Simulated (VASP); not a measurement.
The system is Ga.

```
Ga
1.0
     2.26150   -3.83050    0.00000
     2.26150    3.83050    0.00000
     0.00000    0.00000    4.52400
Ga
4
Direct
  0.84510 0.15490 0.08100
  0.65490 0.34510 0.58100
  0.15490 0.84510 0.91900
  0.34510 0.65490 0.41900
```

- Program: VASP 6.6.1
- Task: relaxation of cell and atoms
- Functional: PBE
- Potentials or basis: VASP PAW PBE potentials, release 64 (Ga_d)
- Cutoff: 600 eV
- k mesh: 12 × 12 × 10
- Occupations: gaussian, width 0.1 eV
- Spin: no spin polarisation

At the start: pressure 2.0 GPa; volume 19.59 Å³/atom.

Task: Where does the relaxation end?

Result: Over 15 steps the energy falls by 5.1 meV/atom and the volume is 20.33 Å³/atom (+3.8 %); space group Cmce (No. 64, to 0.1 Å) before and after.

Step by step:
```tsv
step	energy change (eV)	largest force (eV/Å)	pressure (GPa)	volume (Å³)
1	0.0000	0.1371	2.04	78.38
2	-0.0198	0.0256	0.11	81.25
3	-0.0197	0.0167	-0.08	81.47
4	-0.0198	0.0282	-0.02	81.37
5	-0.0203	0.0170	-0.05	81.41
6	-0.0205	0.0132	-0.06	81.46
7	-0.0205	0.0127	-0.13	81.46
8	-0.0205	0.0044	-0.07	81.24
9	-0.0204	0.0127	0.48	81.10
10	-0.0205	0.0063	-0.18	81.23
11	-0.0205	0.0088	0.23	81.16
12	-0.0205	0.0055	0.05	81.20
13	-0.0205	0.0053	0.04	81.21
14	-0.0205	0.0061	0.06	81.22
15	-0.0206	0.0049	0.00	81.34
```

Final structure:
```
CELL_PARAMETERS angstrom
2.28712 -3.87349 0.00000
2.28712 3.87349 0.00000
0.00000 0.00000 4.59056
ATOMIC_POSITIONS crystal
Ga 0.84364 0.15636 0.08169
Ga 0.65636 0.34364 0.58169
Ga 0.15636 0.84364 0.91831
Ga 0.34364 0.65636 0.41831
```
